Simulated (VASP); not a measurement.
# Re (P6_3/mmc) in VASP: further runs

The runs below take Re through single point, with PBEsol.

Everything below comes from runs of VASP 6.6.1. Logs are shortened: lines on timing, memory, paths and dates and some standing lists are left out, and cuts for length are marked.

## 1. The cell of the first run

It takes space group P6_3/mmc (No. 194, hexagonal). Conventional cell: a = 2.729 Å, b = 2.729 Å, c = 8.818 Å, α = 90.00°, β = 90.00°, γ = 120.00°. Within 3.6 Å of Re (site symmetry -6m2) lie 12 Re at 2.71 to 2.73 Å. Re (site symmetry -3m) has 12 Re at 2.71 to 2.73 Å within 3.6 Å.

## 2. Single point, PBEsol

INCAR

```
SYSTEM = Re
PREC = Accurate
ENCUT = 520
EDIFF = 1E-6
ISMEAR = -1
SIGMA = 0.05
LREAL = .FALSE.
LASPH = .TRUE.
NELM = 100
ALGO = Normal
ISIF = 2
LWAVE = .FALSE.
LCHARG = .FALSE.
GGA = PS
NBANDS = 22
```

KPOINTS

```
regular mesh
0
G
  11 11 3
  0 0 0
```

POSCAR

```
Re
1.0
    2.7289991972      0.0000000000      0.0000000000
   -1.3644995986      2.3633826317      0.0000000000
    0.0000000000      0.0000000000      8.8180351457
Re
4
Direct
    0.6666666667      0.3333333333      0.7500000000
    0.0000000000      0.0000000000      0.5000000000
    0.3333333333      0.6666666667      0.2500000000
    0.0000000000      0.0000000000      0.0000000000
```

Potentials or basis: VASP PAW PBE potentials, release 64 (Re).

Run with:

```console
cat potpaw_PBE.64/Re/POTCAR > POTCAR
mpirun -np 1 vasp_std > vasp.out
```

OUTCAR:

```text
SYSTEM = Re
   PREC = Accurate
   ENCUT = 520
   EDIFF = 1E-6
   ISMEAR = -1
   LREAL = .FALSE.
   LASPH = .TRUE.
   NELM = 100
   ISIF = 2
   GGA = PS

 ion  position               nearest neighbor table
   1  0.667  0.333  0.750-   2 2.71   4 2.71   2 2.71   4 2.71   2 2.71   4 2.71
   2  0.000  0.000  0.500-   1 2.71   3 2.71   1 2.71   3 2.71   1 2.71   3 2.71
   3  0.333  0.667  0.250-   2 2.71   4 2.71   2 2.71   4 2.71   2 2.71   4 2.71
   4  0.000  0.000  0.000-   1 2.71   3 2.71   1 2.71   3 2.71   1 2.71   3 2.71

  LATTYP: Found a hexagonal cell.
 ALAT       =     2.7289991972
 C/A-ratio  =     3.2312340563

  Lattice vectors:

 A1 = (   2.7289991972,   0.0000000000,   0.0000000000)
 A2 = (  -1.3644995986,   2.3633826317,   0.0000000000)
 A3 = (   0.0000000000,   0.0000000000,   8.8180351457)

Analysis of symmetry for initial positions (statically):
=====================================================================
 Subroutine PRICEL returns:
 Original cell was already a primitive cell.

 Routine SETGRP: Setting up the symmetry group for a
 hexagonal supercell.

 Subroutine GETGRP returns: Found 24 space group operations
 (whereof 12 operations were pure point group operations)
 out of a pool of 24 trial point group operations.

The static configuration has the point symmetry D_3d.
 The point group associated with its full space group is D_6h.

Analysis of symmetry for dynamics (positions and initial velocities):
=====================================================================
 Subroutine PRICEL returns:
 Original cell was already a primitive cell.

 Routine SETGRP: Setting up the symmetry group for a
 hexagonal supercell.

 Subroutine GETGRP returns: Found 24 space group operations
 (whereof 12 operations were pure point group operations)
 out of a pool of 24 trial point group operations.

The dynamic configuration has the point symmetry D_3d.
 The point group associated with its full space group is D_6h.

 Subroutine INISYM returns: Found 24 space group operations
 (whereof 12 operations are pure point group operations),
 and found     1 'primitive' translations

----------------------------------------------------------------------------------------

                                     Primitive cell

  volume of cell :      56.8734

[... 83 lines left out ...]
   PREC   = accura    normal or accurate (medium, high low for compatibility)
   ISTART =      0    job   : 0-new  1-cont  2-samecut
   ICHARG =      2    charge: 1-file 2-atom 10-const
   ISPIN  =      1    spin polarized calculation?
   LNONCOLLINEAR =      F non collinear calculations
   LSORBIT =      F    spin-orbit coupling
   LASPH  =      T    aspherical Exc in radial PAW
   ENCUT  =  520.0 eV  38.22 Ry    6.18 a.u.   5.07  5.07 16.40*2*pi/ulx,y,z
   NELM   =    100;   NELMIN=  2; NELMDL= -5     # of ELM steps
   EDIFF  = 0.1E-05   stopping-criterion for ELM
   LREAL  =      F    real-space projection
   EDIFFG = 0.1E-04   stopping-criterion for IOM
   NSW    =      0    number of steps for IOM
   IBRION =     -1    ionic relax: 0-MD 1-quasi-New 2-CG
   NFREE  =      0    steps in history (QN), initial steepest desc. (CG)
   ISIF   =      2    stress and relaxation
   ISYM   =      2    0-nonsym 1-usesym 2-fastsym
   POTIM  = 0.5000    time-step for ionic-motion
   TEBEG  =    0.0;   TEEND  =   0.0 temperature during run
   PSTRESS=    0.0 pullay stress
   NELECT =      28.0000    total number of electrons
   NUPDOWN=      -1.0000    fix difference up-down
   EMIN   =  10.00;   EMAX   =-10.00  energy-range for DOS
   EFERMI =   0.00;   METHOD = LEGACY
   ISMEAR =    -1;   SIGMA  =   0.05  broadening in eV -4-tet -1-fermi 0-gaus
   EFERMI_NEDOS =   21; number of points for ismear=-14 and -15
   IALGO  =     38    algorithm
   IMIX   =      4    mixing-type and parameters
     AMIX     =   0.40;   BMIX     =  1.00
     AMIX_MAG =   1.60;   BMIX_MAG =  1.00
  volume/ion in A,a.u.               =      14.22        95.95
  Fermi-wavevector in a.u.,A,eV,Ry     =   1.292680  2.442811 22.735635  1.671022
  Thomas-Fermi vector in A             =   2.424373
   LORBIT       =      0    0 simple, 1 ext, 2 COOP (PROOUT), +10 PAW based schemes
   GGA     = PS    functional components
   LHFCALC =     F    Hartree Fock is set to
   AEXX    =    0.0000 exact exchange contribution
   IVDW    =     0    specifies the selected vdW correction
   LEPSILON=     F    determine dielectric tensor
   LRPA    =     F    only Hartree local field effects (RPA)
 non-spin polarized calculation
  energy-cutoff  :      520.00
  volume of cell :       56.87
 maximum number of plane-waves:      1550
   NGX = 11   NGY = 11   NGZ = 33

 number of electron      27.9999999 magnetization

 Free energy of the ion-electron system (eV)
  ---------------------------------------------------
  ext. energy  EPLUGINS =         0.00000000
  ---------------------------------------------------
  free energy    TOTEN  =       -53.44427530 eV

  energy without entropy =      -53.42027669  energy(sigma->0) =      -53.43227599

 E-fermi :   8.2363     XC(G=0): -14.0069

 val. band max:        8.2305521205   @ k =   0.3636   0.2727   0.3333
 cond. band min:       8.2717101382   @ k =   0.2727   0.0000   0.0000
 fundamental gap:      0.0411580177
 Fermi energy:         8.2363145997

 k-point     1 :       0.0000    0.0000    0.0000
  band No.  band energies     occupation
      1      -1.9892      2.00000
      2       0.3870      2.00000
      3       0.4704      2.00000
      4       1.2670      2.00000
      5       5.5796      2.00000
      6       5.6773      2.00000
[... 589 lines left out ...]
     21      11.4335      0.00000
     22      12.1680      0.00000

 [... further k-points ...]
[... 5 lines left out ...]
  --------------------------------------------------------------------------------------
  -------------------------------------------------------------------------------------
  Total        3.4180171      3.4180171      3.4881800      0.0000000      0.0000000      0.0000000
  in kB       96.2887486     96.2887486     98.2653033      0.0000000      0.0000000      0.0000000
  external PRESSURE =      96.9476002 kB  Pullay stress =       0.0000000 kB

 VOLUME and BASIS-vectors are now :
 -----------------------------------------------------------------------------
  energy-cutoff  :      520.00
  volume of cell :       56.87
      direct lattice vectors                 reciprocal lattice vectors
     2.728999197  0.000000000  0.000000000     0.366434699  0.211561172  0.000000000
    -1.364499599  2.363382632  0.000000000     0.000000000  0.423122344  0.000000000
     0.000000000  0.000000000  8.818035146     0.000000000  0.000000000  0.113403948

 POSITION                                       TOTAL-FORCE (eV/Angst)
 -----------------------------------------------------------------------------------
      1.36450      0.78779      6.61353        -0.000000      0.000000      0.000000
      0.00000      0.00000      4.40902         0.000000      0.000000     -0.000000
     -0.00000      1.57559      2.20451         0.000000     -0.000000     -0.000000
      0.00000      0.00000      0.00000         0.000000      0.000000     -0.000000
 -----------------------------------------------------------------------------------
    total drift:                                0.000000     -0.000000      0.000000

  FREE ENERGIE OF THE ION-ELECTRON SYSTEM (eV)
  ---------------------------------------------------
  free  energy   TOTEN  =       -53.4442752965 eV

  energy  without entropy=      -53.4202766851  energy(sigma->0) =      -53.43227599
```

stdout:

```text
POSCAR found type information on POSCAR Re
 POSCAR found :  1 types and       4 ions
 scaLAPACK will be used
 -----------------------------------------------------------------------------
|                                                                             |
|                                                                             |
|     You enforced a specific xc type in the INCAR file but a different       |
|     I HOPE YOU KNOW WHAT YOU ARE DOING!                                     |
|                                                                             |
 -----------------------------------------------------------------------------

 LDA part: xc-table for (Slater+PW92), standard interpolation
 POSCAR, INCAR and KPOINTS ok, starting setup
 FFT: planning ... GRIDC
 FFT: planning ... GRID_SOFT
 FFT: planning ... GRID
 WAVECAR not read
 entering main loop
```

Run time: 39 s. Hardware: 1 thread of Intel Xeon Platinum 8259CL at 2.50GHz (Skylake/Cascade Lake), shared host; peak memory 0.18 GiB.

Results:

- Free energy: -53.4443 eV
- Pressure: 9.7 GPa
- Band gap on the k mesh: zero (band 14 reaches 9.42 eV, above the bottom of band 15 at 6.84 eV)

Stress tensor (GPa, compression positive):
```
9.63 0.00 0.00
0.00 9.63 0.00
0.00 0.00 9.83
```

Levels at points of the mesh, in eV from the Fermi level:
```tsv
k point	band 11	band 12	band 13	band 14	band 15	band 16	band 17	band 18
(0.00, 0.00, 0.00)	-1.74	-1.30	-1.30	-1.18	-1.18	0.59	0.67	0.67
```

Caveat: the PAW data sets were made with another functional, which shifts forces and pressure a little; spin-orbit coupling is left out, which moves the levels of the heavy elements.

## 3. Single point, PBEsol

This run uses another cell than the first one, of 14.51 Å³/atom, 1.021 times its volume.

INCAR

```
SYSTEM = Re
  PREC = Accurate
  ENCUT = 520
  EDIFF = 1E-7
  ISMEAR = -1
  SIGMA = 0.05
  LREAL = .FALSE.
  LASPH = .TRUE.
  NELM = 60
  ALGO = Fast
  ISIF = 2
  LWAVE = .FALSE.
  LCHARG = .FALSE.
  GGA = PS
  NBANDS = 22
```

KPOINTS is that of step 2.

POSCAR

```
Re
1.0
    2.7478204761      0.0000000000      0.0000000000
   -1.3739102380      2.3796823373      0.0000000000
    0.0000000000      0.0000000000      8.8788511029
Re
4
Direct
    0.6666666667      0.3333333333      0.7500000000
    0.0000000000      0.0000000000      0.5000000000
    0.3333333333      0.6666666667      0.2500000000
    0.0000000000      0.0000000000      0.0000000000
```

Potentials or basis: VASP PAW PBE potentials, release 64 (Re).

Run with:

```console
cat potpaw_PBE.64/Re/POTCAR > POTCAR
mpirun -np 1 vasp_std > vasp.out
```

Run time: 59 s. Hardware: 1 thread of Intel Xeon Platinum 8259CL at 2.50GHz (Skylake/Cascade Lake), shared host; peak memory 0.18 GiB.

It converged, with:

```
Free energy            : -53.4837 eV
Pressure               : 0.9 GPa
Band gap on the k mesh : zero (band 14 reaches 9.12 eV, above the bottom of band 15 at 6.62 eV)
```

Stress tensor (GPa, compression positive):
```
0.83 0.00 0.00
0.00 0.83 0.00
0.00 0.00 1.08
```

Levels at points of the mesh, in eV from the Fermi level:
| k point | band 11 | band 12 | band 13 | band 14 | band 15 | band 16 | band 17 | band 18 |
| --- | --- | --- | --- | --- | --- | --- | --- | --- |
| (0.00, 0.00, 0.00) | -1.68 | -1.25 | -1.25 | -1.14 | -1.14 | 0.54 | 0.65 | 0.65 |

Caveat: the PAW data sets were made with another functional, which shifts forces and pressure a little; spin-orbit coupling is left out, which moves the levels of the heavy elements.

## 4. Single point, PBEsol

This run uses another cell than the first one, of 14.81 Å³/atom, 1.042 times its volume.

INCAR

```
SYSTEM = Re
PREC = Accurate
ENCUT = 520
EDIFF = 1E-6
ISMEAR = -1
SIGMA = 0.05
LREAL = .False.
LASPH = .True.
NELM = 80
ALGO = Normal
ISIF = 2
LWAVE = .False.
LCHARG = .False.
GGA = PS
NBANDS = 22
```

KPOINTS

```
regular mesh
0
Gamma
  11 11 3
  0 0 0
```

POSCAR

```
Re
1.0
    2.7663873939      0.0000000000      0.0000000000
   -1.3831936969      2.3957617598      0.0000000000
    0.0000000000      0.0000000000      8.9388451600
Re
4
Direct
    0.6666666667      0.3333333333      0.7500000000
    0.0000000000      0.0000000000      0.5000000000
    0.3333333333      0.6666666667      0.2500000000
    0.0000000000      0.0000000000      0.0000000000
```

Run with:

```console
cat potpaw_PBE.64/Re/POTCAR > POTCAR
mpirun -np 1 vasp_std > vasp.out
```

Wall time 47 s (1 thread of Intel Xeon Platinum 8259CL at 2.50GHz (Skylake/Cascade Lake), shared host); peak memory 0.2 GiB.

The run converged. Its results:

* Free energy: -53.4621 eV
* Pressure: -6.9 GPa
* Band gap on the k mesh: zero (band 14 reaches 8.82 eV, above the bottom of band 15 at 6.42 eV)

Stress tensor (GPa, compression positive):
```
-6.95  0.00  0.00
 0.00 -6.95  0.00
 0.00  0.00 -6.71
```

Levels at points of the mesh, in eV from the Fermi level:
```csv
k point,band 12,band 13,band 14,band 15,band 16,band 17
"(0.00, 0.00, 0.00)",-1.21,-1.21,-1.10,-1.10,0.50,0.64
```

Caveat: the PAW data sets were made with another functional, which shifts forces and pressure a little; spin-orbit coupling is left out, which moves the levels of the heavy elements.

## 5. The runs side by side

```csv
cell,gap on the mesh (eV),pressure (GPa)
"a = 2.729, b = 2.729, c = 8.818 Å, angles 90.0, 90.0, 120.0°, 4 atoms",none,9.7
"a = 2.748, b = 2.748, c = 8.879 Å, angles 90.0, 90.0, 120.0°, 4 atoms",none,0.9
"a = 2.766, b = 2.766, c = 8.939 Å, angles 90.0, 90.0, 120.0°, 4 atoms",none,-6.9
```

Alike in all rows: task single point; level PBEsol; potentials or basis VASP PAW PBE potentials, release 64 (Re); no spin polarisation; k mesh 11 × 11 × 3; cutoff (eV) 520; smearing fermi-dirac 0.05 eV.

Caveats: the PAW data sets were made with another functional, which shifts forces and pressure a little; spin-orbit coupling is left out, which moves the levels of the heavy elements.

Total energies depend on the potentials used, so only differences within one code and one set of settings carry meaning.
